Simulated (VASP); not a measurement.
# BaS (F-43m) in VASP: elastic constants with PBE

Aim: the elastic constants of BaS with PBE.

Program: VASP 6.6.1. These are calculated values, not measurements. Logs are shortened: lines on timing, memory, paths and dates and some standing lists are left out, and cuts for length are marked.

### Step 1. The cell of the first run

It takes space group F-43m (No. 216, cubic). The conventional cell has a = 7.036 Å, b = 7.036 Å, c = 7.036 Å, α = 90.00°, β = 90.00°, γ = 90.00°. Ba (site symmetry -43m) has 4 S at 3.05 Å within 4.0 Å. Within 4.0 Å of S (site symmetry -43m) lie 4 Ba at 3.05 Å.

### Step 2. Elastic constants, PBE

Input file INCAR:

```
SYSTEM = BaS
ALGO = Normal
EDIFF = 1E-8
ENCUT = 600
GGA = PE
IBRION = 6
ISIF = 3
ISMEAR = 0
LASPH = .True.
LCHARG = .True.
LREAL = .False.
LWAVE = .False.
NELM = 100
NFREE = 2
NSW = 1
POTIM = 0.015
PREC = Accurate
SIGMA = 0.01
```

Input file KPOINTS:

```
k-points
0
Gamma
  8 8 8
  0 0 0
```

Input file POSCAR:

```
BaS
1.0
    0.0000000000      3.5181767076      3.5181767076
    3.5181767076      0.0000000000      3.5181767076
    3.5181767076      3.5181767076      0.0000000000
Ba S
1 1
Direct
    0.0000000000      0.0000000000      0.0000000000
    0.2500000000      0.2500000000      0.2500000000
```

Potentials or basis: VASP PAW PBE potentials, release 64 (Ba_sv, S).

Started as:

```console
> cat potpaw_PBE.64/Ba_sv/POTCAR potpaw_PBE.64/S/POTCAR > POTCAR
> mpirun -np 1 vasp_std > vasp.out
```

OUTCAR:

```text
SYSTEM = BaS
   EDIFF = 1E-8
   ENCUT = 600
   GGA = PE
   IBRION = 6
   ISIF = 3
   ISMEAR = 0
   LASPH = .True.
   LREAL = .False.
   NELM = 100
   NFREE = 2
   NSW = 1
   POTIM = 0.015
   PREC = Accurate

 ion  position               nearest neighbor table
   1  0.000  0.000  0.000-   2 3.05   2 3.05   2 3.05   2 3.05
   2  0.250  0.250  0.250-   1 3.05   1 3.05   1 3.05   1 3.05

  LATTYP: Found a face centered cubic cell.
 ALAT       =     7.0363534152

  Lattice vectors:

 A1 = (   0.0000000000,   3.5181767076,   3.5181767076)
 A2 = (   3.5181767076,   0.0000000000,   3.5181767076)
 A3 = (   3.5181767076,   3.5181767076,   0.0000000000)

Analysis of symmetry for initial positions (statically):
=====================================================================
 Subroutine PRICEL returns:
 Original cell was already a primitive cell.

 Routine SETGRP: Setting up the symmetry group for a
 face centered cubic supercell.

 Subroutine GETGRP returns: Found 24 space group operations
 (whereof 24 operations were pure point group operations)
 out of a pool of 48 trial point group operations.

The static configuration has the point symmetry T_d .

Analysis of symmetry for dynamics (positions and initial velocities):
=====================================================================
 Subroutine PRICEL returns:
 Original cell was already a primitive cell.

 Routine SETGRP: Setting up the symmetry group for a
 face centered cubic supercell.

 Subroutine GETGRP returns: Found 24 space group operations
 (whereof 24 operations were pure point group operations)
 out of a pool of 48 trial point group operations.

The dynamic configuration has the point symmetry T_d .

 Subroutine INISYM returns: Found 24 space group operations
 (whereof 24 operations are pure point group operations),
[... 695 lines left out ...]

 number of electron      16.0000000 magnetization

 Free energy of the ion-electron system (eV)
  ---------------------------------------------------
  ext. energy  EPLUGINS =         0.00000000
  ---------------------------------------------------
  free energy    TOTEN  =        -9.73362027 eV

  energy without entropy =       -9.73362027  energy(sigma->0) =       -9.73362027

 E-fermi :  -0.0507     XC(G=0):  -7.1813

 val. band max:       -0.1712574115   @ k =   0.5000   0.2500  -0.2500
 cond. band min:       2.5935903897   @ k =   0.0000   0.0000   0.0000
 fundamental gap:      2.7648478012
 Fermi energy:        -0.0507241683

 k-point     1 :       0.0000    0.0000    0.0000
  band No.  band energies     occupation
      1     -26.2612      2.00000
      2     -11.4435      2.00000
      3     -11.4432      2.00000
      4     -11.4428      2.00000
      5     -10.0814      2.00000
      6      -0.8540      2.00000
      7      -0.8500      2.00000
      8      -0.8455      2.00000
      9       2.5936      0.00000
     10       4.8759      0.00000
     11       4.8760      0.00000
     12       6.8007      0.00000
[... 374 lines left out ...]
  FREE ENERGIE OF THE ION-ELECTRON SYSTEM (eV)
  ---------------------------------------------------
  free  energy   TOTEN  =        -9.7336202748 eV

  energy  without entropy=       -9.7336202748  energy(sigma->0) =       -9.73362027

 INTERNAL STRAIN TENSORS FROM STRAINED CELLS
 ============================================

 INTERNAL STRAIN TENSOR FOR ION    1 for displacements in x,y,z  (eV/Angst):
          X           Y           Z          XY          YZ          ZX
  --------------------------------------------------------------------------------
  x    -0.00000    -0.00000    -0.00000     0.00000     4.94450    -0.00000
  y    -0.00000     0.00000    -0.00000    -0.00000    -0.00000     4.94451
  z    -0.00000    -0.00000     0.00000     4.94430    -0.00000    -0.00000

 INTERNAL STRAIN TENSORS FROM DISPLACED ATOMS
 ============================================

 INTERNAL STRAIN TENSOR FOR ION    1 for displacements in x,y,z  (eV/Angst):
          X           Y           Z          XY          YZ          ZX
  --------------------------------------------------------------------------------
  x     0.00000     0.00000     0.00000     0.00000     4.94482     0.00000
  y     0.00000     0.00000     0.00000     0.00000     0.00000     4.94482
  z     0.00000     0.00000     0.00000     4.94482     0.00000     0.00000

 INTERNAL STRAIN TENSOR FOR ION    2 for displacements in x,y,z  (eV/Angst):
          X           Y           Z          XY          YZ          ZX
  --------------------------------------------------------------------------------
  x     0.00000     0.00000     0.00000     0.00000    -4.94911     0.00000
  y    -0.00000     0.00000    -0.00000     0.00000     0.00000    -4.94911
  z     0.00000     0.00000     0.00000    -4.94911     0.00000     0.00000

 Eigenvectors and eigenvalues of the dynamical matrix
 ----------------------------------------------------

   1 f  =    5.700018 THz    35.814267 2PiTHz  190.132124 cm-1    23.573368 meV
             X         Y         Z           dx          dy          dz
      0.000000  0.000000  0.000000     0.000000    0.000000   -0.435058
      1.759088  1.759088  1.759088     0.000000   -0.000000    0.900403
[... 21 lines left out ...]
   6 f/i=    0.000176 THz     0.001103 2PiTHz    0.005856 cm-1     0.000726 meV
             X         Y         Z           dx          dy          dz
      0.000000  0.000000  0.000000    -0.388223   -0.776558    0.238673
      1.759088  1.759088  1.759088    -0.187582   -0.375219    0.115323

--------------------------------------------------------------------------------------------------------

 ELASTIC MODULI CONTR FROM IONIC RELAXATION (kBar)
 Direction    XX          YY          ZZ          XY          YZ          ZX
 --------------------------------------------------------------------------------
 XX          -0.0000     -0.0000     -0.0000      0.0000      0.0000     -0.0000
 YY          -0.0000     -0.0000     -0.0000      0.0000      0.0000      0.0000
 ZZ          -0.0000     -0.0000     -0.0000      0.0000      0.0000     -0.0000
 XY           0.0000      0.0000      0.0000   -130.2780     -0.0000      0.0000
 YZ           0.0000      0.0000      0.0000     -0.0000   -130.2780      0.0000
 ZX          -0.0000      0.0000     -0.0000      0.0000      0.0000   -130.2780
 --------------------------------------------------------------------------------

 TOTAL ELASTIC MODULI (kBar)
 Direction    XX          YY          ZZ          XY          YZ          ZX
 --------------------------------------------------------------------------------
 XX         308.9608    277.4939    277.4939      0.0000      0.0000      0.0000
 YY         277.4939    308.9608    277.4939      0.0000     -0.0000      0.0000
 ZZ         277.4939    277.4939    308.9608      0.0000     -0.0000     -0.0000
 XY           0.0000      0.0000      0.0000     72.9374     -0.0000      0.0000
 YZ           0.0000     -0.0000     -0.0000     -0.0000     72.9374      0.0000
 ZX           0.0000      0.0000     -0.0000      0.0000      0.0000     72.9374
 --------------------------------------------------------------------------------
```

OSZICAR:

```text
N       E                     dE             d eps       ncg     rms          rms(c)
DAV:   1     0.105260008407E+03    0.10526E+03   -0.71939E+03   696   0.125E+03
DAV:   2    -0.261031155543E+01   -0.10787E+03   -0.10082E+03   940   0.197E+02
DAV:   3    -0.104790778883E+02   -0.78688E+01   -0.78045E+01   892   0.618E+01
[... 226 lines left out ...]
DAV:   6    -0.973361962653E+01   -0.15238E-06   -0.59738E-06  2936   0.173E-02    0.296E-03
DAV:   7    -0.973362011951E+01   -0.49298E-06   -0.15166E-06  2720   0.740E-03    0.312E-03
DAV:   8    -0.973362025921E+01   -0.13969E-06   -0.39921E-07  2768   0.392E-03    0.766E-04
DAV:   9    -0.973362027114E+01   -0.11931E-07   -0.39225E-08  2956   0.128E-03    0.510E-04
DAV:  10    -0.973362027477E+01   -0.36327E-08   -0.35738E-09  2012   0.444E-04
  17 F= -.97336203E+01 E0= -.97336203E+01  d E =-.524767E-67
```

stdout:

```text
POSCAR found type information on POSCAR BaS
 POSCAR found :  2 types and       2 ions
 scaLAPACK will be used
 LDA part: xc-table for (Slater+PW92), standard interpolation
 POSCAR, INCAR and KPOINTS ok, starting setup
 FFT: planning ... GRIDC
 FFT: planning ... GRID_SOFT
 FFT: planning ... GRID
 WAVECAR not read
 entering main loop
 Found     2 degrees of freedom:
 Adding 6 more for cell shape distortion
 Finite differences POTIM= 0.01500 DOF=   8
 bond charge predicted
 Finite differences progress:
 bond charge predicted
 Finite differences progress:
 bond charge predicted
 Finite differences progress:
 bond charge predicted
 Finite differences progress:
 bond charge predicted
 Finite differences progress:
 bond charge predicted
 Finite differences progress:
 bond charge predicted
 Finite differences progress:
 bond charge predicted
 Finite differences progress:
 bond charge predicted
 Finite differences progress:
 bond charge predicted
 Finite differences progress:
 bond charge predicted
 Finite differences progress:
 bond charge predicted
 Finite differences progress:
 bond charge predicted
 Finite differences progress:
 bond charge predicted
 Finite differences progress:
 bond charge predicted
 Finite differences progress:
 bond charge predicted
 Finite differences progress:
```

Wall time 12 min (1 thread of Intel Xeon 6975P-C (Granite Rapids), shared host); peak memory 0.48 GiB.

Results:

| Item | Value |
| --- | --- |
| Elastic constants C11, C12, C44 | 31, 28, 7 GPa |
| Voigt bulk modulus | 29 GPa |
| Highest phonon frequency at Γ, LO-TO splitting left out | 190 cm⁻¹ |

Phonon frequencies in cm⁻¹ (negative: imaginary):
```
              q point        frequencies
(0.000, 0.000, 0.000)  0 0 0 190 190 190
```

Elastic tensor in Voigt notation (GPa, in the Cartesian axes of the cell as first typed):
```
31 28 28  0  0  0
28 31 28  0  0  0
28 28 31  0  0  0
 0  0  0  7  0  0
 0  0  0  0  7  0
 0  0  0  0  0  7
```

Clamped-ion elastic tensor (GPa):
```
31 28 28  0  0  0
28 31 28  0  0  0
28 28 31  0  0  0
 0  0  0 20  0  0
 0  0  0  0 20  0
 0  0  0  0  0 20
```

Caveat: spin-orbit coupling is left out, which moves the levels of the heavy elements.
